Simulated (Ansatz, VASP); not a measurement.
**Two plane-wave programs on Ti2O**

File INCAR:

```
SYSTEM = Ti2O
PREC = Accurate
ENCUT = 520
EDIFF = 1E-6
ISMEAR = 0
SIGMA = 0.1
LREAL = .False.
LASPH = .True.
NELM = 60
ALGO = Normal
ISIF = 2
LWAVE = .False.
LCHARG = .False.
GGA = PS
NBANDS = 22
```

KPOINTS

```
regular mesh
0
Gamma
  12 12 8
  0 0 0
```

File POSCAR:

```
Ti2O
1.0
    2.9193980238      0.0000000000      0.0000000000
   -1.4596990119      2.5282728524      0.0000000000
    0.0000000000      0.0000000000      4.7130000000
Ti O
2 1
Direct
    0.6666666667      0.3333333333      0.2787400000
    0.3333333333      0.6666666667      0.7212600000
    0.0000000000      0.0000000000      0.0000000000
```

Input for Ansatz:

```yaml
crystal:
  lattice:
    - [2.9193980238, 0.0, 0.0]
    - [-1.4596990119, 2.5282728524, 0.0]
    - [0.0, 0.0, 4.713]
  atoms:
    - { symbol: Ti, position: [0.6666666667, 0.3333333333, 0.27874] }
    - { symbol: Ti, position: [0.3333333333, 0.6666666667, 0.72126] }
    - { symbol: O, position: [0.0, 0.0, 0.0] }
basis:
  ecutwfc: 420
kpoints:
  mp_grid: { grid: [12, 12, 8] }
hamiltonian:
  xc: pbesol
scf:
  occupations: { method: gaussian, width: 0.1 }
output:
  forces: true
  stress: true
  eigenvalues: true
```

Alike in both runs: task single point; functional PBEsol; k mesh 12 × 12 × 8; occupations gaussian, width 0.1 eV; no spin polarisation.

|  | VASP | Ansatz |
| --- | --- | --- |
| version | VASP 6.6.1 | Ansatz 0.2.0 |
| potentials or method | VASP PAW PBE potentials, release 64 (Ti_sv, O), cutoff 520 eV | scalar-relativistic, plane waves, PAW |
| valence electrons in the cell | 30 | 30 |

```tsv
	VASP	Ansatz	Ansatz less VASP
gap on the k mesh at the Fermi level (eV)	none	none	-
pressure (GPa)	4.7	4.4	-0.24
traceless stress, the component that is largest in VASP (GPa)	3.14	3.12	-0.013
rms of the force components (eV/Å)	0.601	0.624	+0.0225
```

VASP's potentials were made for PBE, not for PBEsol. Atom by atom the forces differ by 0.023 eV/Å (rms over components). A gap of «none» marks a metal or a gap that the smearing closes.
